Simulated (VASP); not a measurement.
## Cu: single point with PBEsol

Crystal: Cu.

```
Cu
1.0
     2.51857    0.00000    0.00000
    -1.25929    2.18115    0.00000
     0.00000    0.00000    4.12439
Cu
2
Direct
  0.33333 0.66667 0.25000
  0.66667 0.33333 0.75000
```

```
Program                : VASP 6.6.1
Task                   : single point
Functional             : PBEsol
Potentials or basis    : VASP PAW PBE potentials, release 64 (Cu)
Cutoff                 : 520 eV
k mesh                 : 16 × 16 × 9
Occupations            : fermi-dirac, width 0.1 eV
Spin                   : no spin polarisation
Dipole correction      : no
Further INCAR settings : ALGO = Normal; EDIFF = 1e-06; NBANDS = 18
```

| Quantity | Value |
| --- | --- |
| Pressure | 0.7 GPa |
| Band gap on the k mesh | zero (band 11 reaches 11.34 eV, above the bottom of band 12 at 5.98 eV) |

Stress tensor (GPa, compression positive):
```
0.76 0.00 0.00
0.00 0.76 0.00
0.00 0.00 0.53
```

Levels at points of the mesh, in eV from the Fermi level:
| k point | band 7 | band 8 | band 9 | band 10 | band 11 | band 12 | band 13 | band 14 | band 15 | band 16 |
| --- | --- | --- | --- | --- | --- | --- | --- | --- | --- | --- |
| (0.00, 0.00, 0.00) | -2.84 | -2.53 | -2.53 | -1.74 | -1.74 | -1.15 | 3.94 | 21.75 | 22.43 | 22.43 |
| (0.50, 0.00, 0.00) | -2.81 | -1.63 | -1.59 | -1.53 | 0.02 | 1.67 | 7.94 | 8.34 | 10.93 | 11.38 |

Wall time 93 s on 1 thread of Intel Xeon 8259CL, on a shared host, peak memory 0.17 GiB.

Caveat: the PAW data sets were made with another functional, which shifts forces and pressure a little.
